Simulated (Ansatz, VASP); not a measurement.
## NiSb in VASP and in Ansatz

```xyz
4
Lattice="3.9400 0.0000 0.0000 -1.9700 3.4121 0.0000 0.0000 0.0000 5.1400" Properties=species:S:1:pos:R:3 pbc="T T T"
Ni    0.0000    0.0000    0.0000
Ni    0.0000    0.0000    2.5700
Sb    0.0000    2.2748    1.2850
Sb    1.9700    1.1374    3.8550
```

Alike in both runs: task single point; functional LDA; k mesh 6 × 6 × 4; occupations gaussian, width 0.1 eV; no spin polarisation.

```csv
,VASP,Ansatz
version,VASP 6.6.1,Ansatz 0.2.0
potentials or method,"VASP PAW LDA potentials, release 64 (Ni, Sb), cutoff 520 eV","scalar-relativistic, plane waves, PAW"
valence electrons in the cell,30,66
```

VASP gave:

* gap on the k mesh at the Fermi level (eV): none
* pressure (GPa): -6.1
* traceless stress, the component that is largest in VASP (GPa): 0.28

**Question.** What did Ansatz give for the same quantities?

**Answer.** gap on the k mesh at the Fermi level (eV): none; pressure (GPa): -6.4; traceless stress, the component that is largest in VASP (GPa): 0.23.

LDA's correlation is that of Perdew and Zunger in VASP and of Perdew and Wang (1992) in Ansatz. A gap of «none» marks a metal or a gap that the smearing closes. VASP's potentials hold 30 valence electrons a cell and Ansatz's 66, so a difference there can come from the potentials and not from the codes.

Spin-orbit coupling is off throughout.
